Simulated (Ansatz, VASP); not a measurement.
## Li4SiN2 in VASP and in Ansatz

INCAR

```
PREC = Accurate
ENCUT = 520
EDIFF = 1E-6
ISMEAR = 0
SIGMA = 0.2
LREAL = F
LASPH = T
NELM = 80
ALGO = Normal
ISIF = 2
LWAVE = F
LCHARG = F
GGA = PE
NBANDS = 22
```

Contents of KPOINTS:

```
regular mesh
0
Gamma
  6 6 4
```

The input POSCAR:

```
Li4SiN2
1.0
    0.0000000000     -3.4176013802      0.0000000000
   -5.0418691643      1.7088006901      0.0018029644
    2.6055425938      0.0000000000     -4.9297701612
Li Si N
4 1 2
Direct
    0.2809833226      0.5619666453      0.6640420535
    0.7190166774      0.4380333547      0.3359579465
    0.8598370382      0.7196740764      0.0835398707
    0.1401629618      0.2803259236      0.9164601293
    0.5000000000      0.0000000000      0.5000000000
    0.6851630749      0.3703261498      0.7101117042
    0.3148369251      0.6296738502      0.2898882958
```

Input for Ansatz:

```yaml
crystal:
  lattice:
    - [0.0, -3.4176013802, 0.0]
    - [-5.0418691643, 1.7088006901, 0.0018029644]
    - [2.6055425938, 0.0, -4.9297701612]
  atoms:
    - { symbol: Li, position: [0.2809833226, 0.5619666453, 0.6640420535] }
    - { symbol: Li, position: [0.7190166774, 0.4380333547, 0.3359579465] }
    - { symbol: Li, position: [0.8598370382, 0.7196740764, 0.0835398707] }
    - { symbol: Li, position: [0.1401629618, 0.2803259236, 0.9164601293] }
    - { symbol: Si, position: [0.5, 0.0, 0.5] }
    - { symbol: "N", position: [0.6851630749, 0.3703261498, 0.7101117042] }
    - { symbol: "N", position: [0.3148369251, 0.6296738502, 0.2898882958] }
basis:
  ecutwfc: 420
kpoints:
  mp_grid: { grid: [6, 6, 4] }
hamiltonian:
  xc: pbe
scf:
  occupations: { method: gaussian, width: 0.2 }
  lower_state_search: "off"
output:
  forces: true
  stress: true
  eigenvalues: true
```

Alike in both runs: task single point; functional PBE; k mesh 6 × 6 × 4; occupations gaussian, width 0.2 eV; no spin polarisation.

|  | VASP | Ansatz |
| --- | --- | --- |
| version | VASP 6.6.1 | Ansatz 0.2.0 |
| potentials or method | VASP PAW PBE potentials, release 64 (Li_sv, Si, N), cutoff 520 eV | scalar-relativistic, plane waves, PAW |
| valence electrons in the cell | 26 | 26 |

```tsv
	VASP	Ansatz	Ansatz less VASP
gap on the k mesh at the Fermi level (eV)	none	none	-
rms of the force components (eV/Å)	0.012	0.007	-0.0043
```

Atom by atom the forces differ by 0.006 eV/Å (rms over components). A gap of «none» marks a metal or a gap that the smearing closes.

Noted on VASP's run: the cutoff is under 1.25 times that of the potentials, so the pressure is a little rough.
